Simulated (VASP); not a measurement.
# PbS4H4 in VASP: single point with PBE

Aim: the single point of PbS4H4 with PBE.

Program: VASP 6.6.1. These are calculated values, not measurements. Logs are shortened: lines on timing, memory, paths and dates and some standing lists are left out, and cuts for length are marked.

### Step 1. The cell of the first run

The cell holds a molecule in a box, 9 atoms: a = 13.860 Å, b = 13.860 Å, c = 12.040 Å, α = 90.00°, β = 90.00°, γ = 90.00°.

### Step 2. Single point, PBE

INCAR reads:

```
PREC = Accurate
ENCUT = 1000
EDIFF = 1E-6
ISMEAR = 0
SIGMA = 0.01
LREAL = False
LASPH = True
NELM = 120
ALGO = Normal
ISIF = 2
LWAVE = False
LCHARG = False
GGA = PE
NBANDS = 31
GGA_COMPAT = False
NELMDL = -8
```

KPOINTS reads:

```
regular mesh
0
Gamma
  1 1 1
```

POSCAR reads:

```
H4PbS4
1.0
   13.8600000000      0.0000000000      0.0000000000
    0.0000000000     13.8600000000      0.0000000000
    0.0000000000      0.0000000000     12.0400000000
Pb S H
1 4 4
Direct
    0.4999769100      0.4999769100      0.5000631200
    0.6067279900      0.6129639200      0.6130091400
    0.3932258300      0.3869899000      0.6130091400
    0.6129639200      0.3932258300      0.3871171100
    0.3869899000      0.6067279900      0.3871171100
    0.6752785000      0.5442135600      0.6263720900
    0.3246753200      0.4557402600      0.6263720900
    0.5442135600      0.3246753200      0.3737541500
    0.4557402600      0.6752785000      0.3737541500
```

Potentials or basis: VASP PAW PBE potentials, release 64 (Pb_d, S, H_h).

Started as:

```console
$ cat potpaw_PBE.64/Pb_d/POTCAR potpaw_PBE.64/S/POTCAR potpaw_PBE.64/H_h/POTCAR > POTCAR
$ mpirun -np 1 vasp_gam > vasp.out
```

OUTCAR:

```text
PREC = Accurate
   ENCUT = 1000
   EDIFF = 1E-6
   ISMEAR = 0
   LREAL = False
   LASPH = True
   NELM = 120
   ISIF = 2
   GGA = PE
   NELMDL = -8

 ion  position               nearest neighbor table
   1  0.500  0.500  0.500-   4 2.55   5 2.55   2 2.55   3 2.55
   2  0.607  0.613  0.613-   6 1.36   1 2.55
   3  0.393  0.387  0.613-   7 1.36   1 2.55
   4  0.613  0.393  0.387-   8 1.36   1 2.55
   5  0.387  0.607  0.387-   9 1.36   1 2.55
   6  0.675  0.544  0.626-   2 1.36
   7  0.325  0.456  0.626-   3 1.36
   8  0.544  0.325  0.374-   4 1.36
   9  0.456  0.675  0.374-   5 1.36

  LATTYP: Found a simple tetragonal cell.
 ALAT       =    13.8600000000
 C/A-ratio  =     0.8686868687

  Lattice vectors:

 A1 = (  13.8600000000,   0.0000000000,   0.0000000000)
 A2 = (   0.0000000000,  13.8600000000,   0.0000000000)
 A3 = (   0.0000000000,   0.0000000000,  12.0400000000)

Analysis of symmetry for initial positions (statically):
=====================================================================
 Subroutine PRICEL returns:
 Original cell was already a primitive cell.

 Routine SETGRP: Setting up the symmetry group for a
 simple tetragonal supercell.

 Subroutine GETGRP returns: Found  4 space group operations
 (whereof  1 operations were pure point group operations)
 out of a pool of 16 trial point group operations.

The static configuration has the point symmetry C_1 .
 The point group associated with its full space group is S_4 .

Analysis of symmetry for dynamics (positions and initial velocities):
=====================================================================
 Subroutine PRICEL returns:
 Original cell was already a primitive cell.

 Routine SETGRP: Setting up the symmetry group for a
 simple tetragonal supercell.

 Subroutine GETGRP returns: Found  4 space group operations
 (whereof  1 operations were pure point group operations)
 out of a pool of 16 trial point group operations.

The dynamic configuration has the point symmetry C_1 .
 The point group associated with its full space group is S_4 .

 Subroutine INISYM returns: Found  4 space group operations
 (whereof  1 operations are pure point group operations),
[... 79 lines left out ...]
   ICHARG =      2    charge: 1-file 2-atom 10-const
   ISPIN  =      1    spin polarized calculation?
   LNONCOLLINEAR =      F non collinear calculations
   LSORBIT =      F    spin-orbit coupling
   LASPH  =      T    aspherical Exc in radial PAW
   ENCUT  = 1000.0 eV  73.50 Ry    8.57 a.u.  35.74 35.74 31.04*2*pi/ulx,y,z
   NELM   =    120;   NELMIN=  2; NELMDL= -8     # of ELM steps
   EDIFF  = 0.1E-05   stopping-criterion for ELM
   LREAL  =      F    real-space projection
[... 7 lines left out ...]
   TEBEG  =    0.0;   TEEND  =   0.0 temperature during run
   PSTRESS=    0.0 pullay stress
   NELECT =      42.0000    total number of electrons
   NUPDOWN=      -1.0000    fix difference up-down
   EMIN   =  10.00;   EMAX   =-10.00  energy-range for DOS
   EFERMI =   0.00;   METHOD = LEGACY
   ISMEAR =     0;   SIGMA  =   0.01  broadening in eV -4-tet -1-fermi 0-gaus
   EFERMI_NEDOS =   21; number of points for ismear=-14 and -15
   IALGO  =     38    algorithm
   IMIX   =      4    mixing-type and parameters
     AMIX     =   0.40;   BMIX     =  1.00
     AMIX_MAG =   1.60;   BMIX_MAG =  1.00
  volume/ion in A,a.u.               =     256.99      1734.23
  Fermi-wavevector in a.u.,A,eV,Ry     =   0.430302  0.813153  2.519255  0.185160
  Thomas-Fermi vector in A             =   1.398752
   LORBIT       =      0    0 simple, 1 ext, 2 COOP (PROOUT), +10 PAW based schemes
   GGA     = PE    functional components
   LHFCALC =     F    Hartree Fock is set to
   AEXX    =    0.0000 exact exchange contribution
   IVDW    =     0    specifies the selected vdW correction
   LEPSILON=     F    determine dielectric tensor
   LRPA    =     F    only Hartree local field effects (RPA)
 non-spin polarized calculation
 Gauss-broadening in eV      SIGMA  =   0.01
  energy-cutoff  :     1000.00
  volume of cell :     2312.88
 maximum number of plane-waves:     82992
 NGX is ok and might be reduce to   144
   NGX = 71   NGY = 71   NGZ = 63

 number of electron      42.0000002 magnetization

 Free energy of the ion-electron system (eV)
  ---------------------------------------------------
  ext. energy  EPLUGINS =         0.00000000
  ---------------------------------------------------
  free energy    TOTEN  =       -33.98125640 eV

  energy without entropy =      -33.98125640  energy(sigma->0) =      -33.98125640

 E-fermi :  -5.8904     XC(G=0):  -1.1169

 val. band max:       -5.9469802169   @ k =   0.0000   0.0000   0.0000
 cond. band min:      -3.9392783745   @ k =   0.0000   0.0000   0.0000
 fundamental gap:      2.0077018425
 Fermi energy:        -5.8903869728

 k-point     1 :       0.0000    0.0000    0.0000
  band No.  band energies     occupation
      1     -21.9354      2.00000
      2     -21.9147      2.00000
      3     -21.9147      2.00000
      4     -21.7716      2.00000
      5     -21.7468      2.00000
      6     -18.1782      2.00000
[... 23 lines left out ...]
     30       0.4916      0.00000
     31       0.7538      0.00000

------------------------ aborting loop because EDIFF is reached ----------------------------------------

  FORCE on cell =-STRESS in cart. coord.  units (eV):
  Direction    XX          YY          ZZ          XY          YZ          ZX
  --------------------------------------------------------------------------------------
  -------------------------------------------------------------------------------------
  Total       -0.9869492     -0.9869492     -0.7435776     -0.0000005      0.0000000      0.0000000
  in kB       -0.6836793     -0.6836793     -0.5150910     -0.0000003      0.0000000      0.0000000
  external PRESSURE =      -0.6274832 kB  Pullay stress =       0.0000000 kB

 VOLUME and BASIS-vectors are now :
 -----------------------------------------------------------------------------
  energy-cutoff  :     1000.00
  volume of cell :     2312.88
      direct lattice vectors                 reciprocal lattice vectors
    13.860000000  0.000000000  0.000000000     0.072150072  0.000000000  0.000000000
     0.000000000 13.860000000  0.000000000     0.000000000  0.072150072  0.000000000
     0.000000000  0.000000000 12.040000000     0.000000000  0.000000000  0.083056478

 POSITION                                       TOTAL-FORCE (eV/Angst)
 -----------------------------------------------------------------------------------
      6.92968      6.92968      6.02076         0.000000      0.000000      0.000000
      8.40925      8.49568      7.38063        -0.051483     -0.146675     -0.101364
      5.45011      5.36368      7.38063         0.051483      0.146675     -0.101364
      8.49568      5.45011      4.66089        -0.146675      0.051483      0.101364
      5.36368      8.40925      4.66089         0.146675     -0.051483      0.101364
      9.35936      7.54280      7.54152        -0.081155      0.035728     -0.028051
      4.50000      6.31656      7.54152         0.081155     -0.035728     -0.028051
      7.54280      4.50000      4.50000         0.035728      0.081155      0.028051
      6.31656      9.35936      4.50000        -0.035728     -0.081155      0.028051
 -----------------------------------------------------------------------------------
    total drift:                               -0.000001     -0.000001     -0.000163

  FREE ENERGIE OF THE ION-ELECTRON SYSTEM (eV)
  ---------------------------------------------------
  free  energy   TOTEN  =       -33.9812563992 eV

  energy  without entropy=      -33.9812563992  energy(sigma->0) =      -33.98125640
```

OSZICAR:

```text
N       E                     dE             d eps       ncg     rms          rms(c)
DAV:   1     0.430638879725E+03    0.43064E+03   -0.15671E+04    70   0.141E+03
DAV:   2     0.860397471270E+02   -0.34460E+03   -0.32650E+03    92   0.215E+02
DAV:   3    -0.302294248322E+02   -0.11627E+03   -0.11597E+03    92   0.122E+02
[... 20 lines left out ...]
DAV:  24    -0.339812376133E+02   -0.15734E-04   -0.59167E-07    68   0.340E-03    0.172E-03
DAV:  25    -0.339812497965E+02   -0.12183E-04   -0.47642E-07    53   0.250E-03    0.906E-04
DAV:  26    -0.339812544720E+02   -0.46755E-05   -0.11736E-07    61   0.153E-03    0.398E-04
DAV:  27    -0.339812557660E+02   -0.12940E-05    0.35701E-08    68   0.880E-04    0.436E-04
DAV:  28    -0.339812563992E+02   -0.63321E-06    0.57948E-08    53   0.678E-04
   1 F= -.33981256E+02 E0= -.33981256E+02  d E =-.138913E-15
```

It took 7.3 min on 1 thread of Intel Xeon 6975P-C (Granite Rapids), shared host; peak memory 3.6 GiB.

Results:

```yaml
Free_energy: -33.9813 eV
Largest_force: 0.186 eV/Å
Gap_between_the_frontier_levels: 2.01 eV
```

Forces on the atoms (eV/Å):
```
Pb   0.000  0.000  0.000
S   -0.051 -0.147 -0.101
S    0.051  0.147 -0.101
S   -0.147  0.051  0.101
S    0.147 -0.051  0.101
H   -0.081  0.036 -0.028
H    0.081 -0.036 -0.028
H    0.036  0.081  0.028
H   -0.036 -0.081  0.028
```

Caveat: spin-orbit coupling is left out, which moves the levels of the heavy elements.
